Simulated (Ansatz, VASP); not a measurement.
One calculation of W, two programs

Contents of INCAR:

```
SYSTEM = W
PREC = Accurate ; ENCUT = 520
EDIFF = 1E-7 ; ISMEAR = 0
SIGMA = 0.15 ; LREAL = .FALSE.
LASPH = .TRUE. ; NELM = 60
ALGO = Fast ; ISIF = 2
LWAVE = .FALSE. ; LCHARG = .TRUE.
GGA = PE ; LELF = .TRUE.
LVHAR = .TRUE. ; NBANDS = 13
```

File KPOINTS:

```
Automatic mesh
0
G
  20 20 20
  0 0 0
```

File POSCAR:

```
W
1.0
   -1.5973000000      1.5973000000      1.5573675000
    1.5973000000     -1.5973000000      1.5573675000
    1.5973000000      1.5973000000     -1.5573675000
W
1
Direct
    0.0000000000      0.0000000000      0.0000000000
```

Input for Ansatz:

```yaml
crystal:
  lattice:
    - [-1.5973, 1.5973, 1.5573675]
    - [1.5973, -1.5973, 1.5573675]
    - [1.5973, 1.5973, -1.5573675]
  atoms:
    - { symbol: W, position: [0.0, 0.0, 0.0] }
basis:
  ecutwfc: 420
kpoints:
  mp_grid: { grid: [20, 20, 20] }
hamiltonian:
  xc: pbe
scf:
  occupations: { method: gaussian, width: 0.15 }
output:
  forces: true
  stress: true
  eigenvalues: true
  write_density: true
  write_potential: true
  elf: true
  volumetric_format: npy
```

Change from the starting cell: strain +0.000 along x and y, -0.025 along z, atoms carried along.

Alike in both runs: task single point; functional PBE; k mesh 20 × 20 × 20; occupations gaussian, width 0.15 eV; no spin polarisation.

```csv
,VASP,Ansatz
version,VASP 6.6.1,Ansatz 0.2.0
potentials or method,"VASP PAW PBE potentials, release 64 (W_sv), cutoff 520 eV","scalar-relativistic, plane waves, PAW"
valence electrons in the cell,14,14
```

```tsv
	VASP	Ansatz	Ansatz less VASP
gap on the k mesh at the Fermi level (eV)	none	none	-
pressure (GPa)	5.3	4.8	-0.50
traceless stress, the component that is largest in VASP (GPa)	6.05	6.05	+0.001
```

A gap of «none» marks a metal or a gap that the smearing closes.

Neither program's run includes spin-orbit coupling.
